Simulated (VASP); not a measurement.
# Zn (Fd-3m) in VASP: further runs, part 3 of 3

VASP 6.6.1. Earlier steps stand in the parts before.

## (7) Single point, revPBE

INCAR reads:

```
SYSTEM = Zn
PREC = Accurate
ENCUT = 520
EDIFF = 1E-6
ISMEAR = -1
SIGMA = 0.1
LREAL = .FALSE.
LASPH = .TRUE.
NELM = 60
ALGO = Normal
ISIF = 2
LWAVE = .FALSE.
LCHARG = .FALSE.
GGA = RE
NBANDS = 19
```

KPOINTS reads:

```
regular mesh
0
G
  15 15 15
  0 0 0
```

POSCAR reads:

```
Zn
1.0
    0.0000000000      2.9654737158      2.9654737158
    2.9654737158      0.0000000000      2.9654737158
    2.9654737158      2.9654737158      0.0000000000
Zn
2
Direct
    0.1250000000      0.1250000000      0.1250000000
    0.8750000000      0.8750000000      0.8750000000
```

Potentials or basis: VASP PAW PBE potentials, release 64 (Zn).

The run is started by

```sh
> cat potpaw_PBE.64/Zn/POTCAR > POTCAR
> mpirun -np 1 vasp_std > vasp.out
```

OUTCAR:

```text
SYSTEM = Zn
   PREC = Accurate
   ENCUT = 520
   EDIFF = 1E-6
   ISMEAR = -1
   LREAL = .FALSE.
   LASPH = .TRUE.
   NELM = 60
   ISIF = 2
   GGA = RE

 ion  position               nearest neighbor table
   1  0.125  0.125  0.125-   2 2.57   2 2.57   2 2.57   2 2.57
   2  0.875  0.875  0.875-   1 2.57   1 2.57   1 2.57   1 2.57

  LATTYP: Found a face centered cubic cell.
 ALAT       =     5.9309474316

  Lattice vectors:

 A1 = (   0.0000000000,   2.9654737158,   2.9654737158)
 A2 = (   2.9654737158,   0.0000000000,   2.9654737158)
 A3 = (   2.9654737158,   2.9654737158,   0.0000000000)

Analysis of symmetry for initial positions (statically):
=====================================================================
 Subroutine PRICEL returns:
 Original cell was already a primitive cell.

 Routine SETGRP: Setting up the symmetry group for a
 face centered cubic supercell.

 Subroutine GETGRP returns: Found 48 space group operations
 (whereof 12 operations were pure point group operations)
[... 160 lines left out ...]
  ---------------------------------------------------
  free energy    TOTEN  =        -0.78626943 eV

  energy without entropy =       -0.75415002  energy(sigma->0) =       -0.77020972

 E-fermi :   0.2068     XC(G=0):  -8.5841

 val. band max:        0.2019851069   @ k =  -0.4667   0.3333   0.0000
 cond. band min:       0.2375882744   @ k =  -0.4000   0.4000   0.1333
 fundamental gap:      0.0356031675
 Fermi energy:         0.2067845602

 k-point     1 :       0.0000    0.0000    0.0000
  band No.  band energies     occupation
      1      -7.2383      2.00000
      2      -7.2383      2.00000
      3      -7.2383      2.00000
      4      -7.2018      2.00000
      5      -7.2018      2.00000
      6      -7.0742      2.00000
[... 505 lines left out ...]
      6      -6.9273      2.00000
[... 11 lines left out ...]
     18       8.7869      0.00000
     19      10.4479      0.00000

 [... further k-points ...]

------------------------ aborting loop because EDIFF is reached ----------------------------------------

  FORCE on cell =-STRESS in cart. coord.  units (eV):
  Direction    XX          YY          ZZ          XY          YZ          ZX
  --------------------------------------------------------------------------------------
  -------------------------------------------------------------------------------------
  Total        0.0160524      0.0160524      0.0160524      0.0000000      0.0000000      0.0000000
  in kB        0.4931025      0.4931025      0.4931025      0.0000000      0.0000000      0.0000000
  external PRESSURE =       0.4931025 kB  Pullay stress =       0.0000000 kB

 VOLUME and BASIS-vectors are now :
 -----------------------------------------------------------------------------
  energy-cutoff  :      520.00
  volume of cell :       52.16
      direct lattice vectors                 reciprocal lattice vectors
     0.000000000  2.965473716  2.965473716    -0.168607126  0.168607126  0.168607126
     2.965473716  0.000000000  2.965473716     0.168607126 -0.168607126  0.168607126
     2.965473716  2.965473716  0.000000000     0.168607126  0.168607126 -0.168607126

 POSITION                                       TOTAL-FORCE (eV/Angst)
 -----------------------------------------------------------------------------------
      0.74137      0.74137      0.74137         0.000000     -0.000000     -0.000000
      5.18958      5.18958      5.18958        -0.000000      0.000000      0.000000
 -----------------------------------------------------------------------------------
    total drift:                                0.000000      0.000000     -0.000000

  FREE ENERGIE OF THE ION-ELECTRON SYSTEM (eV)
  ---------------------------------------------------
  free  energy   TOTEN  =        -0.7862694262 eV

  energy  without entropy=       -0.7541500212  energy(sigma->0) =       -0.77020972
```

OSZICAR:

```text
N       E                     dE             d eps       ncg     rms          rms(c)
DAV:   1     0.115472221155E+03    0.11547E+03   -0.12047E+04  4576   0.166E+03
DAV:   2     0.516728865150E+01   -0.11030E+03   -0.10770E+03  4594   0.285E+02
DAV:   3    -0.801870734448E+00   -0.59692E+01   -0.59520E+01  5102   0.720E+01
DAV:   4    -0.850519665224E+00   -0.48649E-01   -0.48639E-01  4991   0.730E+00
DAV:   5    -0.850607618998E+00   -0.87954E-04   -0.87953E-04  4994   0.266E-01    0.196E+00
DAV:   6    -0.786397095038E+00    0.64211E-01   -0.31880E-01  5458   0.975E+00    0.157E+00
DAV:   7    -0.786049613868E+00    0.34748E-03   -0.11777E-02  4878   0.139E+00    0.782E-01
DAV:   8    -0.786160804485E+00   -0.11119E-03   -0.30621E-03  4848   0.432E-01    0.363E-02
DAV:   9    -0.786258524911E+00   -0.97720E-04   -0.18406E-04  5054   0.102E-01    0.341E-02
DAV:  10    -0.786269445511E+00   -0.10921E-04   -0.22690E-05  4952   0.351E-02    0.339E-03
DAV:  11    -0.786269426203E+00    0.19308E-07   -0.79762E-07  4129   0.708E-03
   1 F= -.78626943E+00 E0= -.77020972E+00  d E =-.321194E-01
```

It took 68 s on 1 thread of Intel Xeon Platinum 8259CL at 2.50GHz (Skylake/Cascade Lake), shared host; peak memory 0.23 GiB.

What came out:

- Free energy: -0.7863 eV
- Pressure: 0.0 GPa
- Band gap on the k mesh: zero (band 12 reaches 5.15 eV, above the bottom of band 13 at -0.37 eV)

Caveat: the PAW data sets were made with another functional, which shifts forces and pressure a little.

## (8) Summary

| task | cell | k mesh | cutoff (eV) | gap on the mesh (eV) | pressure (GPa) |
| --- | --- | --- | --- | --- | --- |
| single point | a = 4.194 Å, angles 60.0°, 2 atoms | 10 × 10 × 10 | 520 | none | 0.1 |
| single point | a = 4.249 Å, angles 60.0°, 2 atoms | 10 × 10 × 10 | 520 | none | -0.6 |
| single point | a = 4.303 Å, angles 60.0°, 2 atoms | 10 × 10 × 10 | 520 | none | -1.2 |
| single point | a = 4.355 Å, angles 60.0°, 2 atoms | 10 × 10 × 10 | 520 | none | -1.6 |
| relaxation of cell and atoms | relaxed from a = 3.873 Å, angles 60.0°, 2 atoms | 10 × 10 × 10 | 600 | none | 0.1 |
| single point | a = 4.194 Å, angles 60.0°, 2 atoms | 15 × 15 × 15 | 520 | none | 0.0 |

Alike in all rows: level revPBE; potentials or basis VASP PAW PBE potentials, release 64 (Zn); no spin polarisation; smearing fermi-dirac 0.1 eV.

Caveats: the PAW data sets were made with another functional, which shifts forces and pressure a little.

Absolute energies hang on the potentials; compare differences alone.
